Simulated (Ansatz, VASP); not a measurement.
## One calculation of H, two programs

INCAR

```
SYSTEM = H
PREC = Accurate ; ENCUT = 520
EDIFF = 1E-7 ; ISMEAR = 0
SIGMA = 0.05 ; LREAL = .FALSE.
LASPH = .TRUE. ; NELM = 60
ALGO = Normal ; ISIF = 2
LWAVE = .FALSE. ; LCHARG = .FALSE.
GGA = PS ; NBANDS = 6
```

Contents of KPOINTS:

```
Automatic mesh
0
G
  10 10 26
  0 0 0
```

File POSCAR:

```
H
1.0
    2.7556242885      0.0000000000      0.0000000000
    0.0000000000      2.7556242885      0.0000000000
    0.0000000000      0.0000000000      0.9412732032
H
1
Direct
    0.0000000000      0.0000000000      0.5000000000
```

Input for Ansatz:

```yaml
crystal:
  lattice:
    - [2.7556242885, 0.0, 0.0]
    - [0.0, 2.7556242885, 0.0]
    - [0.0, 0.0, 0.9412732032]
  atoms:
    - { symbol: H, position: [0.0, 0.0, 0.5] }
basis:
  ecutwfc: 420
kpoints:
  mp_grid: { grid: [10, 10, 26] }
hamiltonian:
  xc: pbesol
scf:
  occupations: { method: gaussian, width: 0.05 }
output:
  forces: true
  stress: true
  eigenvalues: true
```

Change from the starting cell: strain +0.040 along x and y, -0.040 along z, atoms carried along.

Alike in both runs: task single point; functional PBEsol; k mesh 10 × 10 × 26; occupations gaussian, width 0.05 eV; no spin polarisation.

|  | VASP | Ansatz |
| --- | --- | --- |
| version | VASP 6.6.1 | Ansatz 0.2.0 |
| potentials or method | VASP PAW PBE potentials, release 64 (H), cutoff 520 eV | scalar-relativistic, plane waves, PAW |
| valence electrons in the cell | 1 | 1 |

|  | VASP | Ansatz | Ansatz less VASP |
| --- | --- | --- | --- |
| pressure (GPa) | 5.7 | 5.9 | +0.24 |
| traceless stress, the component that is largest in VASP (GPa) | 10.14 | 10.07 | -0.070 |

VASP's potentials were made for PBE, not for PBEsol.
